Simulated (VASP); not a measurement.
The system is Sn3Se.

```
Sn Se
1.0
     4.74188    0.00000    0.00000
     0.00000    4.74188    0.00000
     0.00000    0.00000    4.74188
Sn Se
3 1
Direct
  0.50000 0.50000 0.00000
  0.50000 0.00000 0.50000
  0.00000 0.50000 0.50000
  0.00000 0.00000 0.00000
```

Program: VASP 6.6.1. Alike in all runs: task single point; potentials or basis VASP PAW PBE potentials, release 64 (Sn_d, Se); no spin polarisation; cell as given; cutoff (eV) 520.

Question: Order these runs on this cell by their pressure, lowest first.
A. level PBE; k mesh 8 × 8 × 8; smearing fermi-dirac 0.1 eV
B. level PBEsol+D3(BJ); k mesh 6 × 6 × 6; smearing fermi-dirac 0.05 eV
C. level PBEsol; k mesh 8 × 8 × 8; smearing gaussian 0.05 eV

Answer: B (-5.0 GPa), C (-2.7 GPa), A (0.2 GPa).

Caveats: the PAW data sets were made with another functional, which shifts forces and pressure a little (some runs); three body term missing (some runs); pairwise dispersion overbinds metals, which lowers pressure and volume (some runs).
